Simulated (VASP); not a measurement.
# W (P6/mmm) in VASP: further runs, part 2 of 2

VASP 6.6.1. Earlier steps stand in the parts before.

## (4) Single point, r2SCAN

This run uses another cell than the first one: it holds 3 atoms, not 1.

Input file POSCAR:

```
W
1.0
    4.7117391293      0.0000000000      0.0000000000
   -2.3558695647      4.0804857820      0.0000000000
    0.0000000000      0.0000000000      2.8885009445
W
3
Direct
    0.0000000000      0.0000000000      0.0000000000
    0.3333333333      0.6666666667      0.5000000000
    0.6666666667      0.3333333333      0.5000000000
```

Input file INCAR.step1:

```
SYSTEM = W
PREC = Accurate
ENCUT = 520
ISMEAR = 0
SIGMA = 0.1
LREAL = .False.
LASPH = .True.
NELM = 80
NBANDS = 28
GGA = PE
ALGO = Normal
EDIFF = 1E-4
LWAVE = .True.
LCHARG = .False.
```

Input file INCAR.step2:

```
SYSTEM = W
PREC = Accurate
ENCUT = 520
EDIFF = 1E-6
ISMEAR = 0
SIGMA = 0.1
LREAL = .False.
LASPH = .True.
NELM = 80
ALGO = Normal
ISIF = 2
LWAVE = .False.
LCHARG = .True.
METAGGA = R2SCAN
LMIXTAU = .True.
LELF = .True.
LVHAR = .True.
NBANDS = 28
ISTART = 1
```

Input file KPOINTS:

```
Automatic mesh
0
Gamma
  6 6 6
  0 0 0
```

Potentials or basis: VASP PAW PBE potentials, release 64 (W_sv).

Started as:

```console
$ cat potpaw_PBE.64/W_sv/POTCAR > POTCAR
$ cp INCAR.step1 INCAR
$ mpirun -np 1 vasp_std > vasp.out
$ cp INCAR.step2 INCAR
$ mpirun -np 1 vasp_std > vasp.out
```

OUTCAR:

```text
SYSTEM = W
   PREC = Accurate
   ENCUT = 520
   EDIFF = 1E-6
   ISMEAR = 0
   LREAL = .False.
   LASPH = .True.
   NELM = 80
   ISIF = 2
   METAGGA = R2SCAN
   ISTART = 1

 ion  position               nearest neighbor table
   1  0.000  0.000  0.000-   2 3.08   3 3.08   2 3.08   3 3.08   3 3.08   3 3.08   2 3.08   2 3.08
                             3 3.08   3 3.08   2 3.08   2 3.08
   2  0.333  0.667  0.500-   3 2.72   3 2.72   3 2.72   1 3.08   1 3.08   1 3.08   1 3.08   1 3.08
                             1 3.08
   3  0.667  0.333  0.500-   2 2.72   2 2.72   2 2.72   1 3.08   1 3.08   1 3.08   1 3.08   1 3.08
                             1 3.08

  LATTYP: Found a hexagonal cell.
 ALAT       =     4.7117391293
 C/A-ratio  =     0.6130434783

  Lattice vectors:

 A1 = (   4.7117391293,   0.0000000000,   0.0000000000)
 A2 = (  -2.3558695647,   4.0804857820,   0.0000000000)
 A3 = (   0.0000000000,   0.0000000000,   2.8885009445)

Analysis of symmetry for initial positions (statically):
=====================================================================
 Subroutine PRICEL returns:
 Original cell was already a primitive cell.

 Routine SETGRP: Setting up the symmetry group for a
[... 170 lines left out ...]

 E-fermi :   8.8767     XC(G=0): -13.9550

 val. band max:        8.8747496865   @ k =   0.3333   0.0000   0.1667
 cond. band min:       8.8830969180   @ k =   0.1667   0.0000   0.5000
 fundamental gap:      0.0083472315
 Fermi energy:         8.8766683150

 k-point     1 :       0.0000    0.0000    0.0000
  band No.  band energies     occupation
      1     -67.1181      2.00000
      2     -66.9511      2.00000
      3     -66.8493      2.00000
      4     -30.7469      2.00000
      5     -30.7469      2.00000
      6     -30.6478      2.00000
[... 733 lines left out ...]
     27      13.4613      0.00000
     28      14.0230      0.00000

 [... further k-points ...]

------------------------ aborting loop because EDIFF is reached ----------------------------------------

  FORCE on cell =-STRESS in cart. coord.  units (eV):
  Direction    XX          YY          ZZ          XY          YZ          ZX
  --------------------------------------------------------------------------------------
  -------------------------------------------------------------------------------------
  Total       -5.7091265     -5.7091265    -16.8327859      0.0000000      0.0000000     -0.0000000
  in kB     -164.7079762   -164.7079762   -485.6249175      0.0000000      0.0000000     -0.0000000
  external PRESSURE =    -271.6802899 kB  Pullay stress =       0.0000000 kB

 VOLUME and BASIS-vectors are now :
 -----------------------------------------------------------------------------
  energy-cutoff  :      520.00
  volume of cell :       55.53
      direct lattice vectors                 reciprocal lattice vectors
     4.711739129  0.000000000  0.000000000     0.212235859  0.122534430  0.000000000
    -2.355869565  4.080485782  0.000000000     0.000000000  0.245068860  0.000000000
     0.000000000  0.000000000  2.888500945     0.000000000  0.000000000  0.346200337

 POSITION                                       TOTAL-FORCE (eV/Angst)
 -----------------------------------------------------------------------------------
      0.00000      0.00000      0.00000        -0.000000      0.000000      0.000000
     -0.00000      2.72032      1.44425        -0.000000      0.000000     -0.000000
      2.35587      1.36016      1.44425         0.000000     -0.000000      0.000000
 -----------------------------------------------------------------------------------
    total drift:                                0.000000      0.000000     -0.000000

  FREE ENERGIE OF THE ION-ELECTRON SYSTEM (eV)
  ---------------------------------------------------
  free  energy   TOTEN  =      -151.1742935653 eV

  energy  without entropy=     -151.1425917037  energy(sigma->0) =     -151.15844263
```

Run time: 99 s. Hardware: 1 thread of Intel Xeon Platinum 8488C (Sapphire Rapids), shared host; peak memory 0.19 GiB.

Results:

- Free energy: -151.1743 eV
- Pressure: -27.2 GPa
- Band gap on the k mesh: zero (band 21 reaches 9.14 eV, above the bottom of band 22 at 8.61 eV)

Caveat: the k points lie up to 0.36 Å⁻¹ apart; the PAW data sets were made with another functional, which shifts forces and pressure a little; spin-orbit coupling is left out, which moves the levels of the heavy elements.

## (5) Relaxation of cell and atoms, r2SCAN

This run uses another cell than the first one: it holds 3 atoms, not 1.

POSCAR is that of step 4.

Input file INCAR.step1:

```
SYSTEM = W
PREC = Accurate
ENCUT = 600
ISMEAR = 0
SIGMA = 0.1
LREAL = .FALSE.
LASPH = .TRUE.
NELM = 80
GGA = PE
ALGO = Normal
EDIFF = 1E-4
LWAVE = .TRUE.
LCHARG = .FALSE.
```

Input file INCAR.step2:

```
SYSTEM = W
PREC = Accurate
ENCUT = 600
EDIFF = 1E-6
ISMEAR = 0
SIGMA = 0.1
LREAL = .FALSE.
LASPH = .TRUE.
NELM = 80
ALGO = Normal
ISIF = 3
LWAVE = .FALSE.
LCHARG = .FALSE.
METAGGA = R2SCAN
LMIXTAU = .TRUE.
IBRION = 2
NSW = 90
EDIFFG = -0.04
ISTART = 1
```

Input file KPOINTS:

```
regular mesh
0
G
  6 6 6
  0 0 0
```

Started as:

```console
$ cat potpaw_PBE.64/W_sv/POTCAR > POTCAR
$ cp INCAR.step1 INCAR
$ mpirun -np 1 vasp_std > vasp.out
$ cp INCAR.step2 INCAR
$ mpirun -np 1 vasp_std > vasp.out
```

Wall time 16 min (1 thread of Intel Xeon Platinum 8488C (Sapphire Rapids), shared host); peak memory 0.23 GiB.

It converged, with:

* Free energy: -152.3191 eV
* Relaxed volume: 16.35 Å³/atom
* Relaxed cell: a = 4.692 Å, b = 4.692 Å, c = 2.574 Å, α = 90.00°, β = 90.00°, γ = 120.00°
* Space group after relaxing (to 0.05 Å): P6/mmm (No. 191)
* Energy gained by relaxing: 381.5 meV/atom
* Ionic steps: 10
* Pressure after relaxing: 0.0 GPa
* Band gap on the k mesh: zero (band 21 reaches 11.21 eV, above the bottom of band 22 at 10.33 eV)

Stress tensor (GPa, compression positive):
```
 0.18  0.00  0.00
 0.00  0.18  0.00
 0.00  0.00 -0.31
```

Step by step:
```tsv
step	energy change (eV)	largest force (eV/Å)	pressure (GPa)	volume (Å³)
1	0.0000	0.0000	-27.14	55.53
2	9.7597	0.0000	276.86	33.43
3	-0.9656	0.0000	-1.38	49.16
4	-0.9926	0.0000	2.21	48.54
5	-1.0036	0.0000	6.46	47.87
6	-0.8682	0.0000	4.12	48.98
7	-1.1362	0.0000	4.03	48.40
8	-1.1363	0.0000	4.01	48.41
9	-1.1011	0.0000	-8.42	50.59
10	-1.1444	0.0000	0.01	49.06
```

Final structure:
```cif
data_structure
_symmetry_space_group_name_H-M 'P 1'
_symmetry_Int_Tables_number 1
_cell_length_a 4.6916
_cell_length_b 4.6916
_cell_length_c 2.5738
_cell_angle_alpha 90.000
_cell_angle_beta 90.000
_cell_angle_gamma 120.000
_cell_volume 49.06
loop_
_atom_site_label
_atom_site_type_symbol
_atom_site_fract_x
_atom_site_fract_y
_atom_site_fract_z
_atom_site_occupancy
W1 W 0.00000 0.00000 0.00000 1
W2 W 0.33333 0.66667 0.50000 1
W3 W 0.66667 0.33333 0.50000 1
```

Levels at points of the mesh, in eV from the Fermi level:
| k point | band 18 | band 19 | band 20 | band 21 | band 22 | band 23 | band 24 | band 25 |
| --- | --- | --- | --- | --- | --- | --- | --- | --- |
| (0.00, 0.00, 0.00) | -2.81 | -2.81 | -2.78 | -0.42 | -0.42 | 2.45 | 2.45 | 2.55 |
| (0.50, 0.00, 0.00) | -3.04 | -2.60 | -2.50 | -0.03 | 1.31 | 2.38 | 2.79 | 3.06 |
| (0.00, 0.00, 0.50) | -2.88 | -1.28 | -1.28 | 0.20 | 0.20 | 3.23 | 3.23 | 4.05 |
| (0.50, 0.00, 0.50) | -2.45 | -1.95 | -0.31 | -0.22 | 0.06 | 1.30 | 2.62 | 3.24 |

Caveat: the k points lie up to 0.41 Å⁻¹ apart in the final cell; the PAW data sets were made with another functional, which shifts forces and pressure a little; spin-orbit coupling is left out, which moves the levels of the heavy elements.

## (6) Summary

```tsv
task	cell	k mesh	cutoff (eV)	gap on the mesh (eV)	pressure (GPa)
single point	a = 2.768, b = 2.768, c = 2.589 Å, angles 90.0, 90.0, 120.0°, 1 atom	24 × 24 × 22	520	none	1.3
single point	a = 4.687, b = 4.687, c = 2.565 Å, angles 90.0, 90.0, 120.0°, 3 atoms	6 × 6 × 6	520	none	1.6
single point	a = 4.712, b = 4.712, c = 2.889 Å, angles 90.0, 90.0, 120.0°, 3 atoms	6 × 6 × 6	520	none	-27.2
relaxation of cell and atoms	relaxed from a = 4.712, b = 4.712, c = 2.889 Å, angles 90.0, 90.0, 120.0°, 3 atoms	6 × 6 × 6	600	none	0.0
```

Alike in all rows: level r2SCAN; potentials or basis VASP PAW PBE potentials, release 64 (W_sv); no spin polarisation; smearing gaussian 0.1 eV.

Caveats: some runs use coarse meshes; the PAW data sets were made with another functional, which shifts forces and pressure a little; spin-orbit coupling is left out, which moves the levels of the heavy elements.

Total energies depend on the potentials used, so only differences within one code and one set of settings carry meaning.
